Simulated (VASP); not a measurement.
Set up this calculation in VASP 6.6.1, as the native input.

| Quantity | Value |
| --- | --- |
| Task | relaxation of cell and atoms |
| Functional | PBE |
| Potentials or basis | VASP PAW PBE potentials, release 64 (La, Ta_pv, O) |
| Cutoff | 600 eV |
| k mesh | 18 × 18 × 8 |
| Occupations | gaussian, width 0.1 eV |
| Spin | no spin polarisation |
| Dipole correction | no |
| Further INCAR settings | ALGO = Normal; EDIFF = 1e-07; IBRION = 2; EDIFFG = -0.01; NSW = 100; ISIF = 3 |

The structure of LaTaO lies in POSCAR:

```
LaTaO
1.0
    3.4749353014      0.0000000000      0.0000000000
   -1.7374676507      3.0093822475      0.0000000000
    0.0000000000      0.0000000000      6.0397118146
La Ta O
1 1 1
Direct
    0.0000000000      0.0000000000      0.0000000000
    0.6666666667      0.3333333333      0.5000000000
    0.3333333333      0.6666666667      0.5000000000
```

The cell was generated, and may not be a known phase.

These files were run (other wordings do the same):

INCAR

```
SYSTEM = LaTaO
  ALGO = Normal
  EDIFF = 1E-7
  EDIFFG = -0.01
  ENCUT = 600
  GGA = PE
  IBRION = 2
  ISIF = 3
  ISMEAR = 0
  LASPH = .True.
  LCHARG = .False.
  LREAL = .False.
  LWAVE = .False.
  NELM = 100
  NSW = 100
  PREC = Accurate
  SIGMA = 0.1
```

KPOINTS

```
k-points
0
Gamma
  18 18 8
  0 0 0
```

Potentials or basis: VASP PAW PBE potentials, release 64 (La, Ta_pv, O).

The run is started by

```bash
$ cat potpaw_PBE.64/La/POTCAR potpaw_PBE.64/Ta_pv/POTCAR potpaw_PBE.64/O/POTCAR > POTCAR
$ mpirun -np 1 vasp_std > vasp.out
```

Results of the run:

```yaml
Relaxed_volume: 21.00 Å³/atom
Relaxed_cell: a = 3.484 Å, b = 3.484 Å, c = 5.995 Å, α = 90.00°, β = 90.00°, γ = 120.00°
Space_group_after_relaxing_to_0.1_Å: P-6m2 (No. 187)
Energy_gained_by_relaxing: 0.4 meV/atom
Ionic_steps: 5
Pressure_after_relaxing: 0.0 GPa
Band_gap_on_the_k_mesh: zero (bands 14 and 15 overlap by 1.51 eV)
```

Caveat: spin-orbit coupling is left out, which moves the levels of the heavy elements.

Run time: 12 min on 1 thread of AMD EPYC 7R13 Processor (Zen 3), with other jobs on the host, peak memory 0.45 GiB.
